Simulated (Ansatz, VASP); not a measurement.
## SiC3 in VASP and in Ansatz

File INCAR:

```
  ALGO = Normal
  EDIFF = 1E-6
  EDIFFG = -0.01
  ENCUT = 600
  GGA = PE
  IBRION = 2
  ISIF = 3
  ISMEAR = 0
  LASPH = True
  LCHARG = False
  LREAL = False
  LWAVE = False
  NELM = 60
  NSW = 100
  PREC = Accurate
  SIGMA = 0.1
```

The input KPOINTS:

```
k-points
0
Gamma
  24 24 8
```

The input POSCAR:

```
SiC3
1.0
    2.5151528712      0.0000000000      0.0000000000
   -1.2575764356      2.1781862809      0.0000000000
    0.0000000000      0.0000000000      5.9080267048
Si C
1 3
Direct
    0.0000000000      0.0000000000      0.0000000000
    0.0000000000      0.0000000000      0.6526860679
    0.0000000000      0.0000000000      0.3473139321
    0.6666666667      0.3333333333      0.5000000000
```

Input for Ansatz:

```yaml
crystal:
  lattice:
    - [2.5151528712, 0.0, 0.0]
    - [-1.2575764356, 2.1781862809, 0.0]
    - [0.0, 0.0, 5.9080267048]
  atoms:
    - { symbol: Si, position: [0.0, 0.0, 0.0] }
    - { symbol: C, position: [0.0, 0.0, 0.6526860679] }
    - { symbol: C, position: [0.0, 0.0, 0.3473139321] }
    - { symbol: C, position: [0.6666666667, 0.3333333333, 0.5] }
basis:
  ecutwfc: 420
kpoints:
  mp_grid: { grid: [24, 24, 8] }
hamiltonian:
  xc: pbe
scf:
  occupations: { method: gaussian, width: 0.1 }
output:
  forces: true
  stress: true
  eigenvalues: true
relax:
  adjacent_minimum: "off"
  f_tol: 0.01
  max_steps: 80
  cell: { stress_tol: 0.05 }
```

Alike in both runs: task relaxation of cell and atoms; functional PBE; k mesh 24 × 24 × 8; occupations gaussian, width 0.1 eV; no spin polarisation.

|  | VASP | Ansatz |
| --- | --- | --- |
| version | VASP 6.6.1 | Ansatz 0.2.0 |
| potentials or method | VASP PAW PBE potentials, release 64 (Si, C), cutoff 600 eV | scalar-relativistic, plane waves, PAW |
| valence electrons in the cell | 16 | 16 |

|  | VASP | Ansatz | Ansatz less VASP |
| --- | --- | --- | --- |
| gap on the k mesh at the Fermi level, each at its own relaxed structure (eV) | none | none | - |
| relaxed volume (Å³/atom) | 8.04 | 8.05 | +0.007 |
| relaxed cell length with the largest relative difference (Å) | 5.855 | 5.860 | +0.0047 |

A gap of «none» marks a metal or a gap that the smearing closes.
